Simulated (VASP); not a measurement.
Input of a VASP 6.6.1 run:

The input INCAR:

```
SYSTEM = CaB6
ALGO = Normal ; EDIFF = 1E-6
EDIFFG = -0.01 ; ENCUT = 520
GGA = PS ; IBRION = 2
ISIF = 2 ; ISMEAR = 0
LASPH = .True. ; LCHARG = .False.
LREAL = .False. ; LWAVE = .False.
NELM = 80 ; NSW = 60
PREC = Accurate ; SIGMA = 0.1
```

KPOINTS

```
k-points
0
Gamma
  8 8 8
  0 0 0
```

POSCAR

```
CaB6
1.0
    4.1450000000      0.0000000000      0.0000000000
    0.0000000000      4.1450000000      0.0000000000
    0.0000000000      0.0000000000      4.1450000000
Ca B
1 6
Direct
    0.5000000000      0.5000000000      0.5000000000
    0.0000000000      0.0000000000      0.2930000000
    0.0000000000      0.0000000000      0.7070000000
    0.2930000000      0.0000000000      0.0000000000
    0.7070000000      0.0000000000      0.0000000000
    0.0000000000      0.2930000000      0.0000000000
    0.0000000000      0.7070000000      0.0000000000
```

Potentials or basis: VASP PAW PBE potentials, release 64 (Ca_sv, B).

Run with:

```console
$ cat potpaw_PBE.64/Ca_sv/POTCAR potpaw_PBE.64/B/POTCAR > POTCAR
$ mpirun -np 1 vasp_std > vasp.out
```

Q: Estimate the energy gained by relaxing.

A: 13.1 meV/atom.

Q: Estimate the band gap on the k mesh.

A: 0.07 eV (least direct gap 0.10 eV).

Step by step:
| step | energy change (eV) | largest force (eV/Å) | pressure (GPa) |
| --- | --- | --- | --- |
| 1 | 0.0000 | 1.3968 | 0.28 |
| 2 | 0.3101 | 2.9921 | -2.96 |
| 3 | -0.0919 | 0.0105 | -1.69 |
| 4 | -0.0919 | 0.0169 | -1.65 |
| 5 | -0.0919 | 0.0167 | -1.66 |
| 6 | -0.0919 | 0.0153 | -1.66 |
| 7 | -0.0919 | 0.0150 | -1.66 |
| 8 | -0.0919 | 0.0150 | -1.66 |
| 9 | -0.0919 | 0.0149 | -1.66 |
| 10 | -0.0919 | 0.0148 | -1.66 |
| 11 | -0.0919 | 0.0145 | -1.66 |
| 12 | -0.0919 | 0.0140 | -1.66 |
| 13 | -0.0919 | 0.0130 | -1.66 |
| 14 | -0.0919 | 0.0110 | -1.66 |
| 15 | -0.0919 | 0.0069 | -1.67 |

Caveat: the PAW data sets were made with another functional, which shifts forces and pressure a little. A k mesh can miss the band edges.
